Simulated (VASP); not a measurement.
# SiSn5 (P6/mmm) in VASP: a series of runs

The runs below take SiSn5 through single point, relaxation of cell and atoms, with PBE.

All numbers are computed with VASP 6.6.1; they aren't measurements. Logs are shortened: lines on timing, memory, paths and dates and some standing lists are left out, and cuts for length are marked.

## (1) The cell of the first run

Symmetry: P6/mmm, No. 191, hexagonal system. Conventional cell: a = 6.322 Å, b = 6.322 Å, c = 4.863 Å, α = 90.00°, β = 90.00°, γ = 120.00°. Within 4.2 Å of Si (site symmetry 6/mmm) lie 12 Sn at 3.16 to 3.65 Å. Sn (site symmetry -6m2) has 3 Sn at 1.82 Å within 2.4 Å. Within 2.4 Å of Sn (site symmetry mmm) lie 2 Sn at 1.82 Å.

The cell was built from a structure type or drawn by symmetry, and may not be a known phase.

## (2) Single point, PBE

INCAR

```
ALGO = Normal
EDIFF = 1E-6
ENCUT = 520
GGA = PE
ISIF = 2
ISMEAR = 0
LASPH = T
LCHARG = T
LELF = T
LREAL = F
LVHAR = T
LWAVE = F
NBANDS = 46
NELM = 100
PREC = Accurate
SIGMA = 0.1
```

KPOINTS

```
k-points
0
Gamma
  3 3 4
```

POSCAR

```
SiSn5
1.0
    6.3215325900      0.0000000000      0.0000000000
   -3.1607662900      5.4746078100      0.0000000000
    0.0000000000      0.0000000000      4.8630260000
Si Sn
1 5
Direct
    0.0000000000      0.0000000000      0.5000000000
    0.3333333300      0.6666666700      0.5000000000
    0.6666666700      0.3333333300      0.5000000000
    0.5000000000      0.0000000000      0.5000000000
    0.0000000000      0.5000000000      0.5000000000
    0.5000000000      0.5000000000      0.5000000000
```

Potentials or basis: VASP PAW PBE potentials, release 64 (Si, Sn_d).

On the command line:

```console
> cat potpaw_PBE.64/Si/POTCAR potpaw_PBE.64/Sn_d/POTCAR > POTCAR
> mpirun -np 1 vasp_std > vasp.out
```

OUTCAR:

```text
EDIFF = 1E-6
   ENCUT = 520
   GGA = PE
   ISIF = 2
   ISMEAR = 0
   LASPH = T
   LREAL = F
   NELM = 100
   PREC = Accurate

 ion  position               nearest neighbor table
   1  0.000  0.000  0.500-   5 3.16   5 3.16   6 3.16   6 3.16   4 3.16   4 3.16
   2  0.333  0.667  0.500-   4 1.82   5 1.82   6 1.82   3 3.65   3 3.65   3 3.65
   3  0.667  0.333  0.500-   4 1.82   5 1.82   6 1.82   2 3.65   2 3.65   2 3.65
   4  0.500  0.000  0.500-   2 1.82   3 1.82   6 3.16   6 3.16   5 3.16   5 3.16   1 3.16   1 3.16

   5  0.000  0.500  0.500-   2 1.82   3 1.82   1 3.16   1 3.16   4 3.16   4 3.16   6 3.16   6 3.16

   6  0.500  0.500  0.500-   2 1.82   3 1.82   4 3.16   4 3.16   1 3.16   1 3.16   5 3.16   5 3.16

 -----------------------------------------------------------------------------
|                                                                             |
|           W    W    AA    RRRRR   N    N  II  N    N   GGGG   !!!           |
|           W    W   A  A   R    R  NN   N  II  NN   N  G    G  !!!           |
|           W    W  A    A  R    R  N N  N  II  N N  N  G       !!!           |
|           W WW W  AAAAAA  RRRRR   N  N N  II  N  N N  G  GGG   !            |
|           WW  WW  A    A  R   R   N   NN  II  N   NN  G    G                |
|           W    W  A    A  R    R  N    N  II  N    N   GGGG   !!!           |
|                                                                             |
|     The distance between some ions is very small. Please check the          |
|     nearest-neighbor list in the OUTCAR file.                               |
|     I HOPE YOU KNOW WHAT YOU ARE DOING!                                     |
|                                                                             |
 -----------------------------------------------------------------------------

  LATTYP: Found a hexagonal cell.
 ALAT       =     6.3215325900
 C/A-ratio  =     0.7692795902

  Lattice vectors:

 A1 = (   6.3215325900,   0.0000000000,   0.0000000000)
 A2 = (  -3.1607662900,   5.4746078100,   0.0000000000)
 A3 = (   0.0000000000,   0.0000000000,   4.8630260000)

Analysis of symmetry for initial positions (statically):
=====================================================================
 Subroutine PRICEL returns:
 Original cell was already a primitive cell.

 Routine SETGRP: Setting up the symmetry group for a
 hexagonal supercell.

 Subroutine GETGRP returns: Found 24 space group operations
 (whereof 24 operations were pure point group operations)
 out of a pool of 24 trial point group operations.

The static configuration has the point symmetry D_6h.

Analysis of symmetry for dynamics (positions and initial velocities):
=====================================================================
 Subroutine PRICEL returns:
 Original cell was already a primitive cell.

 Routine SETGRP: Setting up the symmetry group for a
 hexagonal supercell.

 Subroutine GETGRP returns: Found 24 space group operations
 (whereof 24 operations were pure point group operations)
 out of a pool of 24 trial point group operations.

The dynamic configuration has the point symmetry D_6h.

 Subroutine INISYM returns: Found 24 space group operations
 (whereof 24 operations are pure point group operations),
 and found     1 'primitive' translations

----------------------------------------------------------------------------------------

                                     Primitive cell

  volume of cell :     168.2992

  direct lattice vectors                    reciprocal lattice vectors
     6.321532590  0.000000000  0.000000000     0.158189487  0.091330743  0.000000000
    -3.160766290  5.474607810  0.000000000     0.000000000  0.182661486  0.000000000
     0.000000000  0.000000000  4.863026000     0.000000000  0.000000000  0.205633283

  length of vectors
     6.321532590  6.321532584  4.863026000     0.182661486  0.182661486  0.205633283

  position of ions in fractional coordinates (direct lattice)
     0.000000000  0.000000000  0.500000000
     0.333333330  0.666666670  0.500000000
     0.666666670  0.333333330  0.500000000
     0.500000000  0.000000000  0.500000000
     0.000000000  0.500000000  0.500000000
     0.500000000  0.500000000  0.500000000

  ion indices of the primitive-cell ions
   primitive index   ion index
                 1           1
                 2           2
                 3           3
                 4           4
                 5           5
                 6           6

----------------------------------------------------------------------------------------

 KPOINTS: k-points

Automatic generation of k-mesh.
 Grid dimensions read from file:
 generate k-points for:    3    3    4

 Generating k-lattice:

  Cartesian coordinates                     Fractional coordinates (reciprocal lattice)
     0.052729829  0.030443581  0.000000000     0.333333333  0.000000000  0.000000000
     0.000000000  0.060887162  0.000000000     0.000000000  0.333333333  0.000000000
     0.000000000  0.000000000  0.051408321     0.000000000  0.000000000  0.250000000

  Length of vectors
     0.060887162  0.060887162  0.051408321

  Shift w.r.t. Gamma in fractional coordinates (k-lattice)
     0.000000000  0.000000000  0.000000000

 Subroutine IBZKPT returns following result:
 ===========================================

 Found      9 irreducible k-points:

 Following reciprocal coordinates:
            Coordinates               Weight
  0.000000  0.000000  0.000000      1.000000
  0.333333  0.000000  0.000000      6.000000
  0.333333  0.333333  0.000000      2.000000
  0.000000  0.000000  0.250000      2.000000
  0.333333  0.000000  0.250000     12.000000
  0.333333  0.333333  0.250000      4.000000
  0.000000  0.000000  0.500000      1.000000
  0.333333  0.000000  0.500000      6.000000
  0.333333  0.333333  0.500000      2.000000
   k-points           NKPTS =      9   k-points in BZ     NKDIM =      9   number of bands    NBANDS=     46
   number of dos      NEDOS =    301   number of ions     NIONS =      6
   total plane-waves  NPLWV =  82944
   dimension x,y,z NGX =    48 NGY =   48 NGZ =   36
   dimension x,y,z NGXF=    96 NGYF=   96 NGZF=   72
   ions per type =               1   5
   NGX,Y,Z   is equivalent  to a cutoff of  12.62, 12.62, 12.31 a.u.
   NGXF,Y,Z  is equivalent  to a cutoff of  25.25, 25.25, 24.61 a.u.
 SYSTEM =  unknown system
   PREC   = accura    normal or accurate (medium, high low for compatibility)
   ISTART =      0    job   : 0-new  1-cont  2-samecut
   ICHARG =      2    charge: 1-file 2-atom 10-const
   ISPIN  =      1    spin polarized calculation?
   LNONCOLLINEAR =      F non collinear calculations
   LSORBIT =      F    spin-orbit coupling
   LASPH  =      T    aspherical Exc in radial PAW
   ENCUT  =  520.0 eV  38.22 Ry    6.18 a.u.  11.75 11.75  9.04*2*pi/ulx,y,z
   NELM   =    100;   NELMIN=  2; NELMDL= -5     # of ELM steps
   EDIFF  = 0.1E-05   stopping-criterion for ELM
   LREAL  =      F    real-space projection
   EDIFFG = 0.1E-04   stopping-criterion for IOM
   NSW    =      0    number of steps for IOM
   IBRION =     -1    ionic relax: 0-MD 1-quasi-New 2-CG
   NFREE  =      0    steps in history (QN), initial steepest desc. (CG)
   ISIF   =      2    stress and relaxation
   ISYM   =      2    0-nonsym 1-usesym 2-fastsym
   POTIM  = 0.5000    time-step for ionic-motion
   TEBEG  =    0.0;   TEEND  =   0.0 temperature during run
   PSTRESS=    0.0 pullay stress
   NELECT =      74.0000    total number of electrons
   NUPDOWN=      -1.0000    fix difference up-down
   EMIN   =  10.00;   EMAX   =-10.00  energy-range for DOS
   EFERMI =   0.00;   METHOD = LEGACY
   ISMEAR =     0;   SIGMA  =   0.10  broadening in eV -4-tet -1-fermi 0-gaus
   EFERMI_NEDOS =   21; number of points for ismear=-14 and -15
   IALGO  =     38    algorithm
   IMIX   =      4    mixing-type and parameters
     AMIX     =   0.40;   BMIX     =  1.00
     AMIX_MAG =   1.60;   BMIX_MAG =  1.00
  volume/ion in A,a.u.               =      28.05       189.29
  Fermi-wavevector in a.u.,A,eV,Ry     =   1.244872  2.352467 21.085038  1.549707
  Thomas-Fermi vector in A             =   2.379120
   LORBIT       =      0    0 simple, 1 ext, 2 COOP (PROOUT), +10 PAW based schemes
   GGA     = PE    functional components
   LHFCALC =     F    Hartree Fock is set to
   AEXX    =    0.0000 exact exchange contribution
   IVDW    =     0    specifies the selected vdW correction
   LEPSILON=     F    determine dielectric tensor
   LRPA    =     F    only Hartree local field effects (RPA)
 non-spin polarized calculation
 Gauss-broadening in eV      SIGMA  =   0.10
  energy-cutoff  :      520.00
  volume of cell :      168.30
 maximum number of plane-waves:      4566
 NGX is ok and might be reduce to    48
   NGX = 23   NGY = 23   NGZ = 19

 number of electron      74.0000043 magnetization

 Free energy of the ion-electron system (eV)
  ---------------------------------------------------
  ext. energy  EPLUGINS =         0.00000000
  ---------------------------------------------------
  free energy    TOTEN  =        49.79189421 eV

  energy without entropy =       49.81627050  energy(sigma->0) =       49.80408235

 E-fermi :   6.9667     XC(G=0):  -8.9494

 val. band max:        6.9652839343   @ k =   0.3333   0.0000   0.2500
 cond. band min:       6.9713730676   @ k =   0.0000   0.0000   0.5000
 fundamental gap:      0.0060891333
 Fermi energy:         6.9666978595

 k-point     1 :       0.0000    0.0000    0.0000
  band No.  band energies     occupation
      1     -23.3902      2.00000
      2     -23.3902      2.00000
      3     -22.4342      2.00000
      4     -20.6320      2.00000
      5     -20.6320      2.00000
      6     -20.2341      2.00000
[... 38 lines left out ...]
     45      12.8179      0.00000
     46      12.9588      0.00000
[... 351 lines left out ...]
      6     -20.0711      2.00000
[... 38 lines left out ...]
     45      13.5805      0.00000
     46      13.7880      0.00000

------------------------ aborting loop because EDIFF is reached ----------------------------------------

  FORCE on cell =-STRESS in cart. coord.  units (eV):
  Direction    XX          YY          ZZ          XY          YZ          ZX
  --------------------------------------------------------------------------------------
  -------------------------------------------------------------------------------------
  Total      246.2053494    246.2053490     -2.2396202      0.0000002     -0.0000000      0.0000000
  in kB     2343.8298543   2343.8298511    -21.3207744      0.0000021     -0.0000000      0.0000000
  external PRESSURE =    1555.4463104 kB  Pullay stress =       0.0000000 kB

 VOLUME and BASIS-vectors are now :
 -----------------------------------------------------------------------------
  energy-cutoff  :      520.00
  volume of cell :      168.30
      direct lattice vectors                 reciprocal lattice vectors
     6.321532590  0.000000000  0.000000000     0.158189487  0.091330743  0.000000000
    -3.160766290  5.474607810  0.000000000     0.000000000  0.182661486  0.000000000
     0.000000000  0.000000000  4.863026000     0.000000000  0.000000000  0.205633283

 POSITION                                       TOTAL-FORCE (eV/Angst)
 -----------------------------------------------------------------------------------
      0.00000      0.00000      2.43151         0.000000      0.000000      0.000000
     -0.00000      3.64974      2.43151         0.000000      0.000000      0.000000
      3.16077      1.82487      2.43151        -0.000000      0.000000      0.000000
      3.16077      0.00000      2.43151         0.000000      0.000000      0.000000
     -1.58038      2.73730      2.43151         0.000000      0.000000      0.000000
      1.58038      2.73730      2.43151         0.000000      0.000000      0.000000
 -----------------------------------------------------------------------------------
    total drift:                               -0.000000      0.000000     -0.000000

  FREE ENERGIE OF THE ION-ELECTRON SYSTEM (eV)
  ---------------------------------------------------
  free  energy   TOTEN  =        49.7918942068 eV

  energy  without entropy=       49.8162704992  energy(sigma->0) =       49.80408235
```

It took 46 s on 1 thread of Intel Xeon 6975P-C (Granite Rapids), shared host; peak memory 0.29 GiB.

What came out:

| Property | Result |
| --- | --- |
| Free energy | 49.7919 eV |
| Pressure | 155.5 GPa |
| Band gap on the k mesh | zero (bands 37 and 38 overlap by 1.02 eV) |

Caveat: the k points lie up to 0.38 Å⁻¹ apart, too coarse for converged energies and pressures of a metal; atoms lie so close that the PAW spheres overlap strongly, which falsifies energies and pressures; spin-orbit coupling is left out, which moves the levels of the heavy elements.

## (3) Single point, PBE

This run uses another cell than the first one, of 44.21 Å³/atom.

INCAR

```
SYSTEM = SiSn5
ALGO = Fast
EDIFF = 1E-6
ENCUT = 520
GGA = PE
ISIF = 2
ISMEAR = 0
LASPH = .True.
LCHARG = .False.
LREAL = .False.
LWAVE = .False.
NBANDS = 46
NELM = 100
PREC = Accurate
SIGMA = 0.1
```

KPOINTS

```
k-points
0
Gamma
  3 3 4
  0 0 0
```

POSCAR

```
SiSn5
1.0
   10.4668089413     -0.0000000048      0.0000000000
   -5.2334044665      9.0645224422      0.0000000000
    0.0000000000      0.0000000000      2.7956965245
Si Sn
1 5
Direct
    0.0000000000      0.0000000000      0.5000000000
    0.3333333333      0.6666666667      0.5000000000
    0.6666666667      0.3333333333      0.5000000000
    0.5000000000      0.0000000000      0.5000000000
    0.0000000000      0.5000000000      0.5000000000
    0.5000000000      0.5000000000      0.5000000000
```

Potentials or basis: VASP PAW PBE potentials, release 64 (Si, Sn_d).

On the command line:

```console
> cat potpaw_PBE.64/Si/POTCAR potpaw_PBE.64/Sn_d/POTCAR > POTCAR
> mpirun -np 1 vasp_std > vasp.out
```

Run time: 87 s. Hardware: 1 thread of Intel Xeon 6975P-C (Granite Rapids), shared host; peak memory 0.42 GiB.

The run converged. Its results:

* Free energy: -20.5197 eV
* Pressure: 0.1 GPa
* Band gap on the k mesh: zero (bands 37 and 38 overlap by 1.26 eV)

Stress tensor (GPa, compression positive):
```
 0.17  0.00  0.00
 0.00  0.17  0.00
 0.00  0.00 -0.02
```

Levels at points of the mesh, in eV from the Fermi level:
```
           k point  band 34  band 35  band 36  band 37  band 38  band 39  band 40  band 41  band 42  band 43
(0.00, 0.00, 0.00)    -1.55    -1.55    -0.76    -0.51    -0.51    -0.30    -0.30     1.10     3.05     3.94
(0.00, 0.00, 0.50)    -3.06    -2.68    -1.44    -1.29    -0.41    -0.41     1.85     1.85     2.70     2.70
```

Caveat: the k points lie up to 0.56 Å⁻¹ apart, too coarse for converged energies and pressures of a metal; spin-orbit coupling is left out, which moves the levels of the heavy elements.

## (4) Single point, PBE

This run uses another cell than the first one, of 44.61 Å³/atom.

INCAR

```
  PREC = Accurate
  ENCUT = 520
  EDIFF = 1E-6
  ISMEAR = 0
  SIGMA = 0.1
  LREAL = False
  LASPH = True
  NELM = 60
  ALGO = Fast
  ISIF = 2
  LWAVE = False
  LCHARG = False
  GGA = PE
  NBANDS = 46
```

KPOINTS

```
regular mesh
0
Gamma
  3 3 6
```

Edit POSCAR of step 3 so:

```diff
@@ -2,5 +2,5 @@
 1.0
-   10.4668089413     -0.0000000048      0.0000000000
-   -5.2334044665      9.0645224422      0.0000000000
-    0.0000000000      0.0000000000      2.7956965245
+   10.2668795795      0.0000000000      0.0000000000
+   -5.1334397898      8.8913785334      0.0000000000
+    0.0000000000      0.0000000000      2.9319867301
 Si Sn
```

Potentials or basis: VASP PAW PBE potentials, release 64 (Si, Sn_d).

On the command line:

```console
> cat potpaw_PBE.64/Si/POTCAR potpaw_PBE.64/Sn_d/POTCAR > POTCAR
> mpirun -np 1 vasp_std > vasp.out
```

OUTCAR:

```text
PREC = Accurate
   ENCUT = 520
   EDIFF = 1E-6
   ISMEAR = 0
   LREAL = False
   LASPH = True
   NELM = 60
   ISIF = 2
   GGA = PE

 ion  position               nearest neighbor table
   1  0.000  0.000  0.500-
   2  0.333  0.667  0.500-   4 2.96   5 2.96   6 2.96
   3  0.667  0.333  0.500-   4 2.96   5 2.96   6 2.96
   4  0.500  0.000  0.500-   2 2.96   3 2.96
   5  0.000  0.500  0.500-   2 2.96   3 2.96
   6  0.500  0.500  0.500-   2 2.96   3 2.96

[... 781 lines left out ...]
  -------------------------------------------------------------------------------------
  Total       -0.6743752     -0.6743752      0.2469446      0.0000000      0.0000000      0.0000000
  in kB       -4.0368498     -4.0368498      1.4782253      0.0000000      0.0000000      0.0000000
  external PRESSURE =      -2.1984915 kB  Pullay stress =       0.0000000 kB

 VOLUME and BASIS-vectors are now :
 -----------------------------------------------------------------------------
  energy-cutoff  :      520.00
  volume of cell :      267.65
      direct lattice vectors                 reciprocal lattice vectors
    10.266879579  0.000000000  0.000000000     0.097400577  0.056234250  0.000000000
    -5.133439790  8.891378533  0.000000000     0.000000000  0.112468499  0.000000000
     0.000000000  0.000000000  2.931986730     0.000000000  0.000000000  0.341065664

 POSITION                                       TOTAL-FORCE (eV/Angst)
 -----------------------------------------------------------------------------------
      0.00000      0.00000      1.46599         0.000000      0.000000      0.000000
     -0.00000      5.92759      1.46599         0.000000     -0.000000      0.000000
      5.13344      2.96379      1.46599        -0.000000     -0.000000      0.000000
      5.13344      0.00000      1.46599         0.000000      0.000000      0.000000
     -2.56672      4.44569      1.46599         0.000000      0.000000      0.000000
      2.56672      4.44569      1.46599         0.000000      0.000000      0.000000
 -----------------------------------------------------------------------------------
    total drift:                               -0.000000      0.000000     -0.000000

  FREE ENERGIE OF THE ION-ELECTRON SYSTEM (eV)
  ---------------------------------------------------
  free  energy   TOTEN  =       -19.3630581350 eV

  energy  without entropy=      -19.3203141757  energy(sigma->0) =      -19.34168616
```

OSZICAR:

```text
N       E                     dE             d eps       ncg     rms          rms(c)
DAV:   1     0.724233325390E+03    0.72423E+03   -0.36448E+04  1140   0.197E+03
DAV:   2     0.807514137155E+02   -0.64348E+03   -0.63267E+03  1112   0.549E+02
DAV:   3    -0.144589758880E+02   -0.95210E+02   -0.93380E+02  1282   0.192E+02
[... 12 lines left out ...]
RMM:  16    -0.193633930661E+02   -0.31789E-03   -0.22822E-04  1442   0.484E-02    0.119E-01
RMM:  17    -0.193630914744E+02    0.30159E-03   -0.77700E-05  1161   0.222E-02    0.364E-02
RMM:  18    -0.193630793427E+02    0.12132E-04   -0.35130E-05  1137   0.160E-02    0.297E-02
RMM:  19    -0.193630587504E+02    0.20592E-04   -0.83481E-06  1026   0.896E-03    0.534E-03
RMM:  20    -0.193630581350E+02    0.61542E-06   -0.13376E-06   786   0.537E-03
   1 F= -.19363058E+02 E0= -.19341686E+02  d E =-.427440E-01
```

stdout:

```text
POSCAR found type information on POSCAR SiSn
 POSCAR found :  2 types and       6 ions
 scaLAPACK will be used
 LDA part: xc-table for (Slater+PW92), standard interpolation
 POSCAR, INCAR and KPOINTS ok, starting setup
 FFT: planning ... GRIDC
 FFT: planning ... GRID_SOFT
 FFT: planning ... GRID
 WAVECAR not read
 entering main loop
```

Wall time 2.5 min (1 thread of Intel Xeon 6975P-C (Granite Rapids), shared host); peak memory 0.45 GiB.

What came out:

```
Free energy            : -19.3631 eV
Pressure               : -0.2 GPa
Band gap on the k mesh : zero (bands 37 and 38 overlap by 0.99 eV)
```

Levels at points of the mesh, in eV from the Fermi level:
```csv
k point,band 34,band 35,band 36,band 37,band 38,band 39,band 40,band 41
"(0.00, 0.00, 0.00)",-1.27,-1.27,-0.40,-0.09,-0.09,0.31,0.31,1.88
"(0.00, 0.00, 0.50)",-2.68,-2.10,-1.36,-0.70,-0.65,-0.65,1.66,1.66
```

Caveat: spin-orbit coupling is left out, which moves the levels of the heavy elements.

(Part 1 of 2 ends here.)
